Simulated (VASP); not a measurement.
# KH16O8F in VASP: a series of runs

KH16O8F is run at these levels: LDA; tasks: single point.

Program: VASP 6.6.1. These are calculated values, not measurements. Logs are shortened: lines on timing, memory, paths and dates and some standing lists are left out, and cuts for length are marked.

### 1 The cell of the first run

The cell holds a disordered packing, 26 atoms: a = 7.174 Å, b = 7.174 Å, c = 7.174 Å, α = 90.00°, β = 90.00°, γ = 90.00°.

### 2 Single point, LDA

Input file INCAR:

```
SYSTEM = KH16O8F
ALGO = Normal
EDIFF = 1E-6
ENCUT = 520
GGA_COMPAT = .False.
ISIF = 2
ISMEAR = -1
LASPH = .True.
LCHARG = .False.
LREAL = .False.
LWAVE = .False.
NBANDS = 59
NELM = 120
PREC = Accurate
SIGMA = 0.05
```

Input file KPOINTS:

```
k-points
0
Gamma
  1 1 1
  0 0 0
```

Input file POSCAR:

```
KH16O8F
1.0
    7.1738770000      0.0000000000      0.0000000000
    0.0000000000      7.1738770000      0.0000000000
    0.0000000000      0.0000000000      7.1738770000
O H K F
8 16 1 1
Direct
    0.9248694953     -0.1350455270      0.6507778151
    0.6139218724      0.6658881941      0.6061854699
    0.1885870081      0.3037827384      0.7822687788
    0.3506611557      0.4577859364      0.4496034710
    0.8979942087      0.1865100280     -0.0491366105
    1.0461707108      0.9029287790      0.1574601851
    0.3615896955      0.6615251418      0.1379170566
    0.7044586909      0.7226496914      0.2456830526
    0.9235173672     -0.0275304413      0.7435170689
    0.8104264960     -0.2125628861      0.6517675171
    0.5097243792      0.6557542038      0.7096720504
    0.5709186260      0.5673501232      0.5235941458
    0.2359393672      0.4398179673      0.8062864752
    0.3024445499      0.2336811741      0.8045719212
    0.3436774843      0.4894006407      0.3094979186
    0.2667734615      0.3606557514      0.4916448944
    1.0101650753      0.2537540022     -0.1047550718
    0.8035682797      0.2820789930     -0.0156679575
    1.1455869678      0.8207974572      0.1149448199
    0.9846000984      1.0062620254      0.0831489026
    0.4990746287      0.7073162810      0.1597880755
    0.3459077985      0.6188843215      0.0087958018
    0.8199053315      0.7808190745      0.1992367586
    0.6988550264      0.7683850727      0.3838370800
    0.2264884107      0.8149428823      0.4824587876
    0.3027790970      0.6066036538      0.8139113620
```

Potentials or basis: VASP PAW LDA potentials, release 64 (O, H, K_sv, F).

Command:

```
> cat potpaw_LDA.64/O/POTCAR potpaw_LDA.64/H/POTCAR potpaw_LDA.64/K_sv/POTCAR potpaw_LDA.64/F/POTCAR > POTCAR
> mpirun -np 1 vasp_gam > vasp.out
```

OUTCAR:

```text
SYSTEM = KH16O8F
   EDIFF = 1E-6
   ENCUT = 520
   ISIF = 2
   ISMEAR = -1
   LASPH = .True.
   LREAL = .False.
   NELM = 120
   PREC = Accurate

 ion  position               nearest neighbor table
   1  0.925  0.865  0.651-  10 0.99   9 1.02  25 2.50
   2  0.614  0.666  0.606-  12 0.97  11 1.06
   3  0.189  0.304  0.782-  14 0.97  13 1.05
   4  0.351  0.458  0.450-  16 0.97  15 1.03  25 2.72
   5  0.898  0.187  0.951-  18 0.99  17 1.02
   6  0.046  0.903  0.157-  19 0.97  20 1.01  25 2.74
   7  0.362  0.662  0.138-  22 0.98  21 1.05  25 2.87
   8  0.704  0.723  0.246-  23 0.99  24 1.04
   9  0.924  0.972  0.744-   1 1.02
  10  0.810  0.787  0.652-   1 0.99
  11  0.510  0.656  0.710-   2 1.06
  12  0.571  0.567  0.524-   2 0.97
  13  0.236  0.440  0.806-   3 1.05  26 1.29
  14  0.302  0.234  0.805-   3 0.97
  15  0.344  0.489  0.309-   4 1.03
  16  0.267  0.361  0.492-   4 0.97
  17  0.010  0.254  0.895-   5 1.02
  18  0.804  0.282  0.984-   5 0.99
  19  0.146  0.821  0.115-   6 0.97
  20  0.985  0.006  0.083-   6 1.01
  21  0.499  0.707  0.160-   7 1.05
  22  0.346  0.619  0.009-   7 0.98
  23  0.820  0.781  0.199-   8 0.99
  24  0.699  0.768  0.384-   8 1.04
  25  0.226  0.815  0.482-   1 2.50   4 2.72   6 2.74   7 2.87
  26  0.303  0.607  0.814-  13 1.29

  LATTYP: Found a simple cubic cell.
 ALAT       =     7.1738770000

  Lattice vectors:

 A1 = (   7.1738770000,   0.0000000000,   0.0000000000)
 A2 = (   0.0000000000,   7.1738770000,   0.0000000000)
 A3 = (   0.0000000000,   0.0000000000,   7.1738770000)

Analysis of symmetry for initial positions (statically):
=====================================================================
 Subroutine PRICEL returns:
 Original cell was already a primitive cell.

 Routine SETGRP: Setting up the symmetry group for a
 simple cubic supercell.

 Subroutine GETGRP returns: Found  1 space group operations
 (whereof  1 operations were pure point group operations)
 out of a pool of 48 trial point group operations.

The static configuration has the point symmetry C_1 .

Analysis of symmetry for dynamics (positions and initial velocities):
=====================================================================
 Subroutine PRICEL returns:
 Original cell was already a primitive cell.

 Routine SETGRP: Setting up the symmetry group for a
 simple cubic supercell.

 Subroutine GETGRP returns: Found  1 space group operations
 (whereof  1 operations were pure point group operations)
 out of a pool of 48 trial point group operations.

The dynamic configuration has the point symmetry C_1 .

 Subroutine INISYM returns: Found  1 space group operations
 (whereof  1 operations are pure point group operations),
 and found     1 'primitive' translations

----------------------------------------------------------------------------------------

                                     Primitive cell

  volume of cell :     369.2001

  direct lattice vectors                    reciprocal lattice vectors
     7.173877000  0.000000000  0.000000000     0.139394640  0.000000000  0.000000000
     0.000000000  7.173877000  0.000000000     0.000000000  0.139394640  0.000000000
     0.000000000  0.000000000  7.173877000     0.000000000  0.000000000  0.139394640

  length of vectors
     7.173877000  7.173877000  7.173877000     0.139394640  0.139394640  0.139394640

  position of ions in fractional coordinates (direct lattice)
     0.924869495  0.864954473  0.650777815
     0.613921872  0.665888194  0.606185470
     0.188587008  0.303782738  0.782268779
     0.350661156  0.457785936  0.449603471
     0.897994209  0.186510028  0.950863390
     0.046170711  0.902928779  0.157460185
[... 18 lines left out ...]
     0.226488411  0.814942882  0.482458788
     0.302779097  0.606603654  0.813911362

  ion indices of the primitive-cell ions
   primitive index   ion index
                 1           1
                 2           2
                 3           3
                 4           4
                 5           5
                 6           6
[... 18 lines left out ...]
                25          25
                26          26

----------------------------------------------------------------------------------------

 KPOINTS: k-points

Automatic generation of k-mesh.
 Grid dimensions read from file:
 generate k-points for:    1    1    1

 Generating k-lattice:

  Cartesian coordinates                     Fractional coordinates (reciprocal lattice)
     0.139394640  0.000000000  0.000000000     1.000000000  0.000000000  0.000000000
     0.000000000  0.139394640  0.000000000     0.000000000  1.000000000  0.000000000
     0.000000000  0.000000000  0.139394640     0.000000000  0.000000000  1.000000000

  Length of vectors
     0.139394640  0.139394640  0.139394640

  Shift w.r.t. Gamma in fractional coordinates (k-lattice)
     0.000000000  0.000000000  0.000000000

 Subroutine IBZKPT returns following result:
 ===========================================

 Found      1 irreducible k-points:

 Following reciprocal coordinates:
            Coordinates               Weight
  0.000000  0.000000  0.000000      1.000000
   k-points           NKPTS =      1   k-points in BZ     NKDIM =      1   number of bands    NBANDS=     59
   number of dos      NEDOS =    301   number of ions     NIONS =     26
   total plane-waves  NPLWV = 157464
   dimension x,y,z NGX =    54 NGY =   54 NGZ =   54
   dimension x,y,z NGXF=   108 NGYF=  108 NGZF=  108
   ions per type =               8  16   1   1
   NGX,Y,Z   is equivalent  to a cutoff of  12.51, 12.51, 12.51 a.u.
   NGXF,Y,Z  is equivalent  to a cutoff of  25.03, 25.03, 25.03 a.u.
 SYSTEM =  KH16O8F
   PREC   = accura    normal or accurate (medium, high low for compatibility)
   ISTART =      0    job   : 0-new  1-cont  2-samecut
   ICHARG =      2    charge: 1-file 2-atom 10-const
   ISPIN  =      1    spin polarized calculation?
   LNONCOLLINEAR =      F non collinear calculations
   LSORBIT =      F    spin-orbit coupling
   LASPH  =      T    aspherical Exc in radial PAW
   ENCUT  =  520.0 eV  38.22 Ry    6.18 a.u.  13.34 13.34 13.34*2*pi/ulx,y,z
   NELM   =    120;   NELMIN=  2; NELMDL= -5     # of ELM steps
   EDIFF  = 0.1E-05   stopping-criterion for ELM
   LREAL  =      F    real-space projection
   EDIFFG = 0.1E-04   stopping-criterion for IOM
   NSW    =      0    number of steps for IOM
   IBRION =     -1    ionic relax: 0-MD 1-quasi-New 2-CG
   NFREE  =      0    steps in history (QN), initial steepest desc. (CG)
   ISIF   =      2    stress and relaxation
   ISYM   =      2    0-nonsym 1-usesym 2-fastsym
   POTIM  = 0.5000    time-step for ionic-motion
   TEBEG  =    0.0;   TEEND  =   0.0 temperature during run
   PSTRESS=    0.0 pullay stress
   NELECT =      80.0000    total number of electrons
   NUPDOWN=      -1.0000    fix difference up-down
   EMIN   =  10.00;   EMAX   =-10.00  energy-range for DOS
   EFERMI =   0.00;   METHOD = LEGACY
   ISMEAR =    -1;   SIGMA  =   0.05  broadening in eV -4-tet -1-fermi 0-gaus
   EFERMI_NEDOS =   21; number of points for ismear=-14 and -15
   IALGO  =     38    algorithm
   IMIX   =      4    mixing-type and parameters
     AMIX     =   0.40;   BMIX     =  1.00
     AMIX_MAG =   1.60;   BMIX_MAG =  1.00
  volume/ion in A,a.u.               =      14.20        95.83
  Fermi-wavevector in a.u.,A,eV,Ry     =   0.983296  1.858160 13.155077  0.966871
  Thomas-Fermi vector in A             =   2.114443
   LORBIT       =      0    0 simple, 1 ext, 2 COOP (PROOUT), +10 PAW based schemes
   GGA     = CA    functional components
   LHFCALC =     F    Hartree Fock is set to
   AEXX    =    0.0000 exact exchange contribution
   IVDW    =     0    specifies the selected vdW correction
   LEPSILON=     F    determine dielectric tensor
   LRPA    =     F    only Hartree local field effects (RPA)
 non-spin polarized calculation
  energy-cutoff  :      520.00
  volume of cell :      369.20
 maximum number of plane-waves:      4922
 NGX is ok and might be reduce to    54
   NGX = 27   NGY = 27   NGZ = 27

 number of electron      79.9999996 magnetization

 Free energy of the ion-electron system (eV)
  ---------------------------------------------------
  ext. energy  EPLUGINS =         0.00000000
  ---------------------------------------------------
  free energy    TOTEN  =      -132.67364283 eV

  energy without entropy =     -132.67364283  energy(sigma->0) =     -132.67364283

 E-fermi :  -3.2141     XC(G=0):  -6.2025

 val. band max:       -4.4087435926   @ k =   0.0000   0.0000   0.0000
 cond. band min:       0.0242713524   @ k =   0.0000   0.0000   0.0000
 fundamental gap:      4.4330149450
 Fermi energy:        -3.2140780739

 k-point     1 :       0.0000    0.0000    0.0000
  band No.  band energies     occupation
      1     -31.0269      2.00000
      2     -24.9769      2.00000
      3     -22.6612      2.00000
      4     -22.5810      2.00000
      5     -22.2673      2.00000
      6     -22.1492      2.00000
[... 44 lines left out ...]
     51       5.0076      0.00000
     52       5.1710      0.00000
 [bands above 52 left out]

------------------------ aborting loop because EDIFF is reached ----------------------------------------

  FORCE on cell =-STRESS in cart. coord.  units (eV):
  Direction    XX          YY          ZZ          XY          YZ          ZX
  --------------------------------------------------------------------------------------
  -------------------------------------------------------------------------------------
  Total       -4.8882094     -2.0270064     -2.8157112      1.4265766      0.9368272      0.4222853
  in kB      -21.2128296     -8.7963787    -12.2190350      6.1907592      4.0654470      1.8325456
  external PRESSURE =     -14.0760811 kB  Pullay stress =       0.0000000 kB

 VOLUME and BASIS-vectors are now :
 -----------------------------------------------------------------------------
  energy-cutoff  :      520.00
  volume of cell :      369.20
      direct lattice vectors                 reciprocal lattice vectors
     7.173877000  0.000000000  0.000000000     0.139394640  0.000000000  0.000000000
     0.000000000  7.173877000  0.000000000     0.000000000  0.139394640  0.000000000
     0.000000000  0.000000000  7.173877000     0.000000000  0.000000000  0.139394640

 POSITION                                       TOTAL-FORCE (eV/Angst)
 -----------------------------------------------------------------------------------
      6.63490      6.20508      4.66860         0.626154      1.303647      0.700615
      4.40420      4.77700      4.34870        -1.118418      0.683081      1.881959
      1.35290      2.17930      5.61190        -0.072618     -0.600738     -0.150998
      2.51560      3.28410      3.22540         0.600353      0.706334     -1.333112
      6.44210      1.33800      6.82138        -0.536841      0.141734      0.295933
      0.33122      6.47750      1.12960        -1.408690      0.381356      1.208085
[... 18 lines left out ...]
      1.62480      5.84630      3.46110        -0.061854     -0.200157      0.005880
      2.17210      4.35170      5.83890         0.692879      0.807814     -0.464677
 -----------------------------------------------------------------------------------
    total drift:                               -0.001399     -0.000532     -0.000936

  FREE ENERGIE OF THE ION-ELECTRON SYSTEM (eV)
  ---------------------------------------------------
  free  energy   TOTEN  =      -132.6736428334 eV

  energy  without entropy=     -132.6736428333  energy(sigma->0) =     -132.67364283
```

Wall time 44 s (1 thread of Intel Xeon 8259CL, shared host); peak memory 0.31 GiB.

Results:

| Item | Value |
| --- | --- |
| Free energy | -132.6736 eV |
| Pressure | -1.4 GPa |
| Largest force | 2.603 eV/Å |

Forces in eV/Å, atoms in the order of the input:
```
O    0.626  1.304  0.701
O   -1.118  0.683  1.882
O   -0.073 -0.601 -0.151
O    0.600  0.706 -1.333
O   -0.537  0.142  0.296
O   -1.409  0.381  1.208
O    0.940  0.718  2.319
O   -0.416  0.773  2.118
H   -0.616 -1.213 -0.823
H   -0.293  0.085  0.355
H    0.948  0.065 -1.070
H   -0.371 -0.850 -0.533
H   -0.199  0.264 -0.413
H   -0.041 -0.379  0.133
H   -0.109 -0.128  0.831
H   -0.379 -0.250  0.181
H    0.272 -0.133 -0.211
H    0.601 -0.683 -0.151
H    0.562  0.000 -0.960
H    0.807 -0.345 -0.329
H   -0.891 -0.581 -0.139
H   -0.112 -0.002 -1.287
H    0.674  0.274 -0.346
H   -0.096 -0.838 -1.819
K   -0.062 -0.200  0.006
F    0.693  0.808 -0.465
```

Caveat: the k points lie up to 0.88 Å⁻¹ apart, too coarse for converged energies, forces and pressures.

### 3 Single point, LDA

Input file INCAR:

```
ALGO = Normal
EDIFF = 1E-6
ENCUT = 520
GGA = CA
GGA_COMPAT = F
ISIF = 2
ISMEAR = -1
LASPH = T
LCHARG = F
LREAL = F
LWAVE = F
NBANDS = 59
NELM = 120
PREC = Accurate
SIGMA = 0.05
```

Input file KPOINTS:

```
k-points
0
Gamma
  1 1 1
```

Input file POSCAR:

```
KH16O8F
1.0
    7.1738770000      0.0000000000      0.0000000000
    0.0000000000      7.1738770000      0.0000000000
    0.0000000000      0.0000000000      7.1738770000
O H K F
8 16 1 1
Direct
    0.9104700290     -0.1062884128      0.6357650124
    0.5696083164      0.7055180901      0.6130994440
    0.1934797600      0.3055530503      0.7387218933
    0.3385059432      0.4782351300      0.4527398504
    0.9177046108      0.1836106195     -0.0454565920
    1.0303494191      0.8800123002      0.1556062363
    0.3513302500      0.6861143563      0.1424055640
    0.6908537740      0.7679111309      0.2460315392
    0.9051172748      0.0025648614      0.7153035939
    0.8128798417     -0.1769057373      0.6779179515
    0.5044692012      0.6930562094      0.7280024455
    0.5486015442      0.5834641436      0.5450051625
    0.2140265299      0.4389815995      0.7895591185
    0.2855359801      0.2323429855      0.8073179956
    0.3222107098      0.5180183602      0.3152270383
    0.2451115345      0.3902352940      0.4796290764
    1.0127299367      0.2435781935     -0.1234478930
    0.8461812211      0.2694358992      0.0338868369
    1.1578258172      0.8668813251      0.0977992792
    0.9735600429      0.9833873650      0.0898956032
    0.4745690510      0.7401855371      0.1605686855
    0.3422695984      0.6687876026     -0.0004460628
    0.8289102253      0.7888900242      0.2206895936
    0.6707530670      0.7980621915      0.3758497671
    0.2413618187      0.8266520321      0.4879369970
    0.2908608553      0.6282655808      0.8153750057
```

Potentials or basis: VASP PAW LDA potentials, release 64 (O, H, K_sv, F).

Command:

```
> cat potpaw_LDA.64/O/POTCAR potpaw_LDA.64/H/POTCAR potpaw_LDA.64/K_sv/POTCAR potpaw_LDA.64/F/POTCAR > POTCAR
> mpirun -np 1 vasp_gam > vasp.out
```

It took 47 s on 1 thread of Intel Xeon 8259CL, shared host; peak memory 0.3 GiB.

It converged, with:

| Item | Value |
| --- | --- |
| Free energy | -132.3220 eV |
| Pressure | 0.9 GPa |
| Largest force | 4.276 eV/Å |

Forces on the atoms (eV/Å):
```
O    3.062  2.032 -1.310
O    1.909 -0.143 -2.139
O   -0.573 -0.319  0.735
O    1.150  1.531 -2.485
O   -1.142 -0.992  0.868
O    1.190 -0.467  0.219
O   -0.901  0.123 -0.122
O    0.696  0.058 -0.676
H    0.104  0.722  0.436
H   -3.246 -2.647  0.857
H   -1.428 -0.553  1.440
H   -0.351  0.805  0.632
H    0.456  0.317 -0.496
H    0.108  0.015 -0.166
H    0.513 -0.071  0.823
H   -1.274 -1.529  0.986
H    0.776  0.880 -0.570
H    0.437 -0.036 -0.545
H   -0.764 -0.731  0.633
H   -0.476  1.219 -0.690
H    1.424  0.075  0.426
H   -0.614 -0.494  0.049
H   -0.616 -0.073 -0.045
H    0.062  0.088  0.933
K   -0.465  0.072  0.104
F   -0.038  0.118  0.101
```

Stress tensor (GPa, compression positive):
```
 1.36  1.34 -0.77
 1.34  1.11 -0.42
-0.77 -0.42  0.19
```

Levels at points of the mesh, in eV from the Fermi level:
```
           k point  band 36  band 37  band 38  band 39  band 40  band 41  band 42  band 43  band 44  band 45
(0.00, 0.00, 0.00)    -1.87    -1.70    -1.64    -1.60    -1.27     3.08     5.56     6.01     6.16     6.36
```

Caveat: the k points lie up to 0.88 Å⁻¹ apart, too coarse for converged energies, forces and pressures; the atoms stand as in a frame of molecular dynamics.
